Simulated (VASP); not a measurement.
Here is a VASP 6.6.1 calculation.

The input POSCAR:

```
NbRu3
1.0
    3.7736446457      0.0000000000      0.0000000000
    0.0000000000      3.7736446457      0.0000000000
    0.0000000000      0.0000000000      3.7736446457
Nb Ru
1 3
Direct
    0.0000000000      0.0000000000      0.0000000000
    0.0000000000      0.5000000000      0.5000000000
    0.5000000000      0.0000000000      0.5000000000
    0.5000000000      0.5000000000      0.0000000000
```

INCAR.step1

```
SYSTEM = NbRu3
  PREC = Accurate
  ENCUT = 520
  ISMEAR = -1
  SIGMA = 0.1
  LREAL = .FALSE.
  LASPH = .TRUE.
  NELM = 100
  NBANDS = 36
  GGA = PE
  ALGO = Normal
  EDIFF = 1E-4
  LWAVE = .TRUE.
  LCHARG = .FALSE.
```

File INCAR.step2:

```
SYSTEM = NbRu3
  PREC = Accurate
  ENCUT = 520
  EDIFF = 1E-7
  ISMEAR = -1
  SIGMA = 0.1
  LREAL = .FALSE.
  LASPH = .TRUE.
  NELM = 100
  ALGO = Normal
  ISIF = 2
  LWAVE = .FALSE.
  LCHARG = .TRUE.
  METAGGA = R2SCAN
  LMIXTAU = .TRUE.
  LELF = .TRUE.
  LVHAR = .TRUE.
  NBANDS = 36
  ISTART = 1
```

KPOINTS

```
regular mesh
0
G
  6 6 6
  0 0 0
```

Potentials or basis: VASP PAW PBE potentials, release 64 (Nb_sv, Ru_pv).

Command:

```console
$ cat potpaw_PBE.64/Nb_sv/POTCAR potpaw_PBE.64/Ru_pv/POTCAR > POTCAR
$ cp INCAR.step1 INCAR
$ mpirun -np 1 vasp_std > vasp.out
$ cp INCAR.step2 INCAR
$ mpirun -np 1 vasp_std > vasp.out
```

Q: Estimate the pressure.

A: 27.7 GPa.

Caveat: the PAW data sets were made with another functional, which shifts forces and pressure a little.
